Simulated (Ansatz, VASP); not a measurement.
# One calculation of TaN, two programs

```
Ta N
1.0
     5.19963    0.00000    0.00000
    -2.59981    4.50301    0.00000
     0.00000    0.00000    2.85215
Ta N
3 3
Cartesian
  0.0000 3.0020 1.4261
  2.5998 1.5010 1.4261
  0.0000 0.0000 0.0000
  2.0396 0.0000 0.0000
  1.5800 2.7367 0.0000
  -1.0198 1.7663 0.0000
```

Change from the starting cell: strain along c alone, the other axes held, atoms relaxed: -2.0 %.

Alike in both runs: functional r2SCAN; k mesh 12 × 12 × 12; occupations gaussian, width 0.1 eV; no spin polarisation.

Ansatz relaxed the structure, and its values are those at the end. VASP's run is a single point on that final structure, the one shown.

|  | VASP | Ansatz |
| --- | --- | --- |
| version | VASP 6.6.1 | Ansatz 0.2.0 |
| potentials or method | VASP PAW PBE potentials, release 64 (Ta_pv, N), cutoff 520 eV | scalar-relativistic, plane waves, PAW |
| valence electrons in the cell | 48 | 54 |

```tsv
	VASP	Ansatz	Ansatz less VASP
gap on the k mesh at the Fermi level (eV)	none	none	-
pressure (GPa)	9.1	7.4	-1.73
```

VASP's potentials were made for PBE, not for r2SCAN. A gap of «none» marks a metal or a gap that the smearing closes. VASP's potentials hold 48 valence electrons a cell and Ansatz's 54, so a difference there can come from the potentials and not from the codes. Ansatz's warnings: stress scf threshold loose.

Neither program's run includes spin-orbit coupling.
